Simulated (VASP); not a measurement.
Here is a VASP 6.6.1 calculation.

Contents of POSCAR:

```
HfN
1.0
    3.1443010835      0.0000000000      0.0000000000
   -1.5721505418      2.7230446154      0.0000000000
    0.0000000000      0.0000000000      5.4252449658
Hf N
2 2
Direct
    0.6666666667      0.3333333333      0.7500000000
    0.3333333333      0.6666666667      0.2500000000
    0.0000000000      0.0000000000      0.0000000000
    0.0000000000      0.0000000000      0.5000000000
```

The input INCAR.step1:

```
PREC = Accurate ; ENCUT = 520
ISMEAR = 0 ; SIGMA = 0.15
LREAL = F ; LASPH = T
NELM = 100 ; NBANDS = 23
GGA = PE ; ALGO = Normal
EDIFF = 1E-4 ; LWAVE = T
LCHARG = F
```

The input INCAR.step2:

```
PREC = Accurate ; ENCUT = 520
EDIFF = 1E-6 ; ISMEAR = 0
SIGMA = 0.15 ; LREAL = F
LASPH = T ; NELM = 100
ALGO = Normal ; ISIF = 2
LWAVE = F ; LCHARG = F
METAGGA = R2SCAN ; LMIXTAU = T
NBANDS = 23 ; ISTART = 1
```

KPOINTS

```
regular mesh
0
Gamma
  18 18 10
```

Potentials or basis: VASP PAW PBE potentials, release 64 (Hf_pv, N).

Run with:

```sh
$ cat potpaw_PBE.64/Hf_pv/POTCAR potpaw_PBE.64/N/POTCAR > POTCAR
$ cp INCAR.step1 INCAR
$ mpirun -np 1 vasp_std > vasp.out
$ cp INCAR.step2 INCAR
$ mpirun -np 1 vasp_std > vasp.out
```

Task: Estimate the pressure.

Result: -2.6 GPa.

Task: What does it give for the band gap on the k mesh?

Result: Zero (bands 15 and 16 overlap by 2.44 eV).

Stress tensor (GPa, compression positive):
```
-2.68  0.00  0.00
 0.00 -2.68  0.00
 0.00  0.00 -2.41
```

Caveat: the PAW data sets were made with another functional, which shifts forces and pressure a little; spin-orbit coupling is left out, which moves the levels of the heavy elements.
